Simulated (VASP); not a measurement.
# Ge (I4/mmm) in VASP: notebook

Ge is run at these levels: PBE+D3(BJ); tasks: single point.

Program: VASP 6.6.1. These are calculated values, not measurements. Logs are shortened: lines on timing, memory, paths and dates and some standing lists are left out, and cuts for length are marked.

### 1 The cell of the first run

Symmetry: I4/mmm, No. 139, tetragonal system. Conventional cell: a = 2.908 Å, b = 2.908 Å, c = 4.197 Å, α = 90.00°, β = 90.00°, γ = 90.00°. Within 3.8 Å of Ge (site symmetry 4/mmm) lie 12 Ge at 2.91 to 2.94 Å.

### 2 Single point, PBE+D3(BJ) (strain -0.0200 x Voigt [1, 1, 0, 0, 0, 0])

Contents of INCAR:

```
SYSTEM = Ge
PREC     = Accurate       ! precision mode
ENCUT    = 520            ! plane-wave cutoff, eV
EDIFF    = 1E-6           ! SCF threshold, eV
ISMEAR   = 0              ! smearing method
SIGMA    = 0.15           ! smearing width, eV
LREAL    = .FALSE.        ! projectors in reciprocal space
LASPH    = .TRUE.         ! aspherical terms in the spheres
NELM     = 80             ! most SCF steps
ALGO     = Normal         ! electronic algorithm
ISIF     = 2              ! what is computed and relaxed
LWAVE    = .FALSE.        ! write WAVECAR
LCHARG   = .FALSE.        ! write CHGCAR
GGA      = PE             ! functional
IVDW     = 12             ! dispersion correction
NBANDS   = 13             ! bands
```

Contents of KPOINTS:

```
Automatic mesh
0
G
  20 20 20
  0 0 0
```

Contents of POSCAR:

```
Ge
1.0
    0.0000000000      2.0563933145      2.0983605250
    2.0563933145      0.0000000000      2.0983605250
    2.0563933145      2.0563933145      0.0000000000
Ge
1
Direct
    0.0000000000      0.0000000000      0.0000000000
```

Potentials or basis: VASP PAW PBE potentials, release 64 (Ge_d).

The run is started by

```
> cat potpaw_PBE.64/Ge_d/POTCAR > POTCAR
> mpirun -np 1 vasp_std > vasp.out
```

OUTCAR:

```text
SYSTEM = Ge
   PREC = Accurate
   ENCUT = 520
   EDIFF = 1E-6
   ISMEAR = 0
   LREAL = .FALSE.
   LASPH = .TRUE.
   NELM = 80
   ISIF = 2
   GGA = PE
   IVDW = 12
 IVDW          = 12

 ion  position               nearest neighbor table
   1  0.000  0.000  0.000-

  LATTYP: Found a body centered tetragonal cell.
 ALAT       =     2.9081793149
 C/A-ratio  =     1.4430750636

  Lattice vectors:

 A1 = (  -2.0563933145,   0.0000000000,   2.0983605250)
 A2 = (   2.0563933145,   0.0000000000,   2.0983605250)
 A3 = (   0.0000000000,   2.0563933145,  -2.0983605250)

Analysis of symmetry for initial positions (statically):
=====================================================================
 Subroutine PRICEL returns:
 Original cell was already a primitive cell.

 Routine SETGRP: Setting up the symmetry group for a
 body centered tetragonal supercell.

 Subroutine GETGRP returns: Found 16 space group operations
 (whereof 16 operations were pure point group operations)
 out of a pool of 16 trial point group operations.

The static configuration has the point symmetry D_4h.

Analysis of symmetry for dynamics (positions and initial velocities):
=====================================================================
 Subroutine PRICEL returns:
 Original cell was already a primitive cell.

 Routine SETGRP: Setting up the symmetry group for a
 body centered tetragonal supercell.

 Subroutine GETGRP returns: Found 16 space group operations
 (whereof 16 operations were pure point group operations)
 out of a pool of 16 trial point group operations.

The dynamic configuration has the point symmetry D_4h.

 Subroutine INISYM returns: Found 16 space group operations
 (whereof 16 operations are pure point group operations),
 and found     1 'primitive' translations

----------------------------------------------------------------------------------------

                                     Primitive cell

  volume of cell :      17.7469

  direct lattice vectors                    reciprocal lattice vectors
     0.000000000  2.056393315  2.098360525    -0.243144148  0.243144148  0.238281265
     2.056393315  0.000000000  2.098360525     0.243144148 -0.243144148  0.238281265
     2.056393315  2.056393315  0.000000000     0.243144148  0.243144148 -0.238281265

  length of vectors
     2.938004485  2.938004485  2.908179315     0.418349273  0.418349273  0.418349273

  position of ions in fractional coordinates (direct lattice)
     0.000000000  0.000000000  0.000000000

  ion indices of the primitive-cell ions
   primitive index   ion index
                 1           1

----------------------------------------------------------------------------------------

 KPOINTS: Automatic mesh

Automatic generation of k-mesh.
 Grid dimensions read from file:
 generate k-points for:   20   20   20

 Generating k-lattice:

  Cartesian coordinates                     Fractional coordinates (reciprocal lattice)
    -0.012157207  0.012157207  0.011914063     0.050000000  0.000000000  0.000000000
     0.012157207 -0.012157207  0.011914063     0.000000000  0.050000000  0.000000000
     0.012157207  0.012157207 -0.011914063     0.000000000  0.000000000  0.050000000

  Length of vectors
     0.020917464  0.020917464  0.020917464

  Shift w.r.t. Gamma in fractional coordinates (k-lattice)
     0.000000000  0.000000000  0.000000000

 Subroutine IBZKPT returns following result:
 ===========================================

 Found    641 irreducible k-points:

 Following reciprocal coordinates:
            Coordinates               Weight
  0.000000  0.000000  0.000000      1.000000
  0.050000 -0.000000  0.000000      8.000000
  0.100000 -0.000000  0.000000      8.000000
  0.150000 -0.000000  0.000000      8.000000
  0.200000 -0.000000  0.000000      8.000000
  0.250000 -0.000000  0.000000      8.000000
[... 16 lines left out ...]
 -0.400000  0.050000  0.000000      8.000000
 -0.350000  0.050000  0.000000      8.000000
 [... further k-points ...]
   k-points           NKPTS =    641   k-points in BZ     NKDIM =    641   number of bands    NBANDS=     13
   number of dos      NEDOS =    301   number of ions     NIONS =      1
   total plane-waves  NPLWV =  13824
   dimension x,y,z NGX =    24 NGY =   24 NGZ =   24
   dimension x,y,z NGXF=    48 NGYF=   48 NGZF=   48
   ions per type =               1
   NGX,Y,Z   is equivalent  to a cutoff of  13.58, 13.58, 13.72 a.u.
   NGXF,Y,Z  is equivalent  to a cutoff of  27.16, 27.16, 27.44 a.u.
 SYSTEM =  Ge
   PREC   = accura    normal or accurate (medium, high low for compatibility)
   ISTART =      0    job   : 0-new  1-cont  2-samecut
   ICHARG =      2    charge: 1-file 2-atom 10-const
   ISPIN  =      1    spin polarized calculation?
   LNONCOLLINEAR =      F non collinear calculations
   LSORBIT =      F    spin-orbit coupling
   LASPH  =      T    aspherical Exc in radial PAW
   ENCUT  =  520.0 eV  38.22 Ry    6.18 a.u.   5.46  5.46  5.41*2*pi/ulx,y,z
   NELM   =     80;   NELMIN=  2; NELMDL= -5     # of ELM steps
   EDIFF  = 0.1E-05   stopping-criterion for ELM
   LREAL  =      F    real-space projection
   EDIFFG = 0.1E-04   stopping-criterion for IOM
   NSW    =      0    number of steps for IOM
   IBRION =     -1    ionic relax: 0-MD 1-quasi-New 2-CG
   NFREE  =      0    steps in history (QN), initial steepest desc. (CG)
   ISIF   =      2    stress and relaxation
   ISYM   =      2    0-nonsym 1-usesym 2-fastsym
   POTIM  = 0.5000    time-step for ionic-motion
   TEBEG  =    0.0;   TEEND  =   0.0 temperature during run
   PSTRESS=    0.0 pullay stress
   NELECT =      14.0000    total number of electrons
   NUPDOWN=      -1.0000    fix difference up-down
   EMIN   =  10.00;   EMAX   =-10.00  energy-range for DOS
   EFERMI =   0.00;   METHOD = LEGACY
   ISMEAR =     0;   SIGMA  =   0.15  broadening in eV -4-tet -1-fermi 0-gaus
   EFERMI_NEDOS =   21; number of points for ismear=-14 and -15
   IALGO  =     38    algorithm
   IMIX   =      4    mixing-type and parameters
     AMIX     =   0.40;   BMIX     =  1.00
     AMIX_MAG =   1.60;   BMIX_MAG =  1.00
  volume/ion in A,a.u.               =      17.75       119.76
  Fermi-wavevector in a.u.,A,eV,Ry     =   1.512667  2.858526 31.132330  2.288162
  Thomas-Fermi vector in A             =   2.622561
   LORBIT       =      0    0 simple, 1 ext, 2 COOP (PROOUT), +10 PAW based schemes
   GGA     = PE    functional components
   LHFCALC =     F    Hartree Fock is set to
   AEXX    =    0.0000 exact exchange contribution
   IVDW    =    12    specifies the selected vdW correction
   LEPSILON=     F    determine dielectric tensor
   LRPA    =     F    only Hartree local field effects (RPA)
 non-spin polarized calculation
 Gauss-broadening in eV      SIGMA  =   0.15
  energy-cutoff  :      520.00
  volume of cell :       17.75
 maximum number of plane-waves:       505
 NGX is ok and might be reduce to    24
   NGX = 11   NGY = 11   NGZ = 11

 number of electron      13.9999996 magnetization

 Free energy of the ion-electron system (eV)
  ---------------------------------------------------
  ext. energy  EPLUGINS =         0.00000000
  ---------------------------------------------------
  free energy    TOTEN  =        -4.14806648 eV

  energy without entropy =       -4.14190898  energy(sigma->0) =       -4.14498773

 E-fermi :   7.5522     XC(G=0): -11.6078

 val. band max:        7.5512275934   @ k =   0.4500   0.3500   0.1000
 cond. band min:       7.5635140047   @ k =  -0.1500   0.4000   0.2500
 fundamental gap:      0.0122864113
 Fermi energy:         7.5521863834

 k-point     1 :       0.0000    0.0000    0.0000
  band No.  band energies     occupation
      1     -17.2796      2.00000
      2     -17.2702      2.00000
      3     -17.2702      2.00000
      4     -17.2193      2.00000
      5     -17.2075      2.00000
      6      -6.2263      2.00000
      7      17.0872      0.00000
      8      17.0872      0.00000
      9      17.1061      0.00000
     10      21.8683      0.00000
     11      22.0314      0.00000
     12      22.0314      0.00000
     13      22.8336      0.00000

 k-point     2 :       0.0500   -0.0000    0.0000
  band No.  band energies     occupation
      1     -17.2784      2.00000
      2     -17.2697      2.00000
      3     -17.2686      2.00000
      4     -17.2194      2.00000
      5     -17.2078      2.00000
      6      -6.1607      2.00000
      7      16.3553      0.00000
      8      16.9726      0.00000
      9      16.9815      0.00000
     10      21.3518      0.00000
     11      22.1264      0.00000
     12      22.2248      0.00000
     13      24.0911      0.00000

 k-point     3 :       0.1000   -0.0000    0.0000
  band No.  band energies     occupation
      1     -17.2761      2.00000
      2     -17.2677      2.00000
      3     -17.2643      2.00000
      4     -17.2190      2.00000
      5     -17.2082      2.00000
      6      -5.9641      2.00000
      7      14.6856      0.00000
      8      16.6514      0.00000
      9      16.7128      0.00000
     10      20.8725      0.00000
     11      22.6366      0.00000
     12      22.7308      0.00000
     13      25.6216      0.00000
[... 305 lines left out ...]
 k-point    23 :      -0.4000    0.0500    0.0000
  band No.  band energies     occupation
      1     -17.2778      2.00000
      2     -17.2712      2.00000
      3     -17.2602      2.00000
      4     -17.1676      2.00000
      5     -17.1598      2.00000
      6      -1.6869      2.00000
      7       3.1812      2.00000
      8      13.8173      0.00000
      9      15.2485      0.00000
     10      20.1194      0.00000
     11      20.8077      0.00000
     12      21.0355      0.00000
     13      23.0145      0.00000

 k-point    24 :      -0.3500    0.0500    0.0000
  band No.  band energies     occupation
      1     -17.2771      2.00000
      2     -17.2682      2.00000
      3     -17.2578      2.00000
      4     -17.1774      2.00000
      5     -17.1670      2.00000
      6      -2.6543      2.00000
      7       4.6989      2.00000
      8      13.8418      0.00000
      9      15.5367      0.00000
     10      20.3610      0.00000
     11      21.0548      0.00000
     12      21.2546      0.00000
     13      23.4680      0.00000

 [... further k-points ...]

------------------------ aborting loop because EDIFF is reached ----------------------------------------

 Edisp (eV)   -0.37299

 E8    (eV) :    -0.1647

  FORCE on cell =-STRESS in cart. coord.  units (eV):
  Direction    XX          YY          ZZ          XY          YZ          ZX
  --------------------------------------------------------------------------------------
  -------------------------------------------------------------------------------------
  Total       0.42318     0.42318     0.46882     0.00000    -0.00000    -0.00000
  in kB      38.20483    38.20483    42.32442     0.00000    -0.00000    -0.00000
  external pressure =       39.58 kB  Pullay stress =        0.00 kB

 VOLUME and BASIS-vectors are now :
 -----------------------------------------------------------------------------
  energy-cutoff  :      520.00
  volume of cell :       17.75
      direct lattice vectors                 reciprocal lattice vectors
     0.000000000  2.056393315  2.098360525    -0.243144148  0.243144148  0.238281265
     2.056393315  0.000000000  2.098360525     0.243144148 -0.243144148  0.238281265
     2.056393315  2.056393315  0.000000000     0.243144148  0.243144148 -0.238281265

 POSITION                                       TOTAL-FORCE (eV/Angst)
 -----------------------------------------------------------------------------------
      0.00000      0.00000      0.00000         0.000000      0.000000      0.000000
 -----------------------------------------------------------------------------------
    total drift:                                0.000000     -0.000000     -0.000000

  FREE ENERGIE OF THE ION-ELECTRON SYSTEM (eV)
  ---------------------------------------------------
  free  energy   TOTEN  =        -4.5210585682 eV

  energy  without entropy=       -4.5149010683  energy(sigma->0) =       -4.51797982
```

Run time: 2 min. Hardware: 1 thread of AMD EPYC 7R13 (Zen 3), shared host; peak memory 0.23 GiB.

What came out:

| Property | Result |
| --- | --- |
| Free energy | -4.5211 eV |
| Pressure | 4.0 GPa |
| Band gap on the k mesh | zero (band 7 reaches 17.09 eV, above the bottom of band 8 at 4.80 eV) |
| Dispersion energy per atom | -0.373 eV |

Caveat: the cell differs from its parent crystal (strain -0.0200 x Voigt [1, 1, 0, 0, 0, 0]); pairwise dispersion overbinds metals, which lowers pressure and volume.

(Part 1 of 2 ends here.)
